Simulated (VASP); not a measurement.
The system is PbSe.

```xyz
2
Lattice="0.0000 3.0697 3.0697 3.0697 0.0000 3.0697 3.0697 3.0697 0.0000" Properties=species:S:1:pos:R:3 pbc="T T T"
Pb    0.0000    0.0000    0.0000
Se    3.0697    3.0697    3.0697
```

Base run:

* Program: VASP 6.6.1
* Functional: PBEsol
* Potentials or basis: VASP PAW PBE potentials, release 64 (Pb_d, Se)
* Cutoff: 520 eV
* k mesh: 6 × 6 × 6
* Occupations: gaussian, width 0.01 eV
* Spin: no spin polarisation

Its results: band gap on the k mesh 0.23 eV; pressure -1.0 GPa.

The run is repeated on the same cell with these changes: functional from PBEsol to PBE-based screened hybrid with 20 % exact exchange; k mesh from 6 × 6 × 6 to 4 × 4 × 4. What comes out?

Band gap on the k mesh 0.65 eV; pressure 1.0 GPa.

Several settings changed at once.

Caveats: some runs use coarse meshes; the PAW data sets were made with another functional, which shifts forces and pressure a little; spin-orbit coupling is left out, which moves the levels of the heavy elements.

A k mesh can miss the band edges.
